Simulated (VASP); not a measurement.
In3B2As, 6 atoms in the cell. Symmetry: P6/mmm, No. 191, hexagonal system. Conventional cell: a = 4.534 Å, b = 4.534 Å, c = 6.541 Å, α = 90.00°, β = 90.00°, γ = 120.00°. Within 3.5 Å of In (site symmetry -6m2) lie 3 As at 2.62 Å and 3 In at 2.62 Å and 2 B at 3.27 Å. In (site symmetry 6/mmm) has 6 B at 2.62 Å and 2 As at 3.27 Å within 3.5 Å. Within 3.5 Å of B (site symmetry -6m2) lie 5 In at 2.62 to 3.27 Å and 3 B at 2.62 Å. As (site symmetry 6/mmm) has 8 In at 2.62 to 3.27 Å within 3.5 Å. 

- Program: VASP 6.6.1
- Task: single point
- Functional: PBE
- Potentials or basis: VASP PAW PBE potentials, release 64 (In_d, B, As)
- Cutoff: 520 eV
- k mesh: 6 × 6 × 4
- Occupations: gaussian, width 0.1 eV
- Spin: no spin polarisation
- Dipole correction: no
- Further INCAR settings: ALGO = Normal; EDIFF = 1e-06; NBANDS = 34

Potentials or basis: VASP PAW PBE potentials, release 64 (In_d, B, As).

Command:

```sh
$ cat potpaw_PBE.64/In_d/POTCAR potpaw_PBE.64/B/POTCAR potpaw_PBE.64/As/POTCAR > POTCAR
$ mpirun -np 1 vasp_std > vasp.out
```

Hardware: 1 thread of AMD EPYC 9R45 96-Core Processor (Zen 5) (shared host).

Problem. How long does it take, and how much memory?

Solution. Wall time 52 s on 1 thread of AMD EPYC 9R45 96-Core Processor (Zen 5), on a shared host, peak memory 0.26 GiB. Counts: scf iterations 13, k points 21.
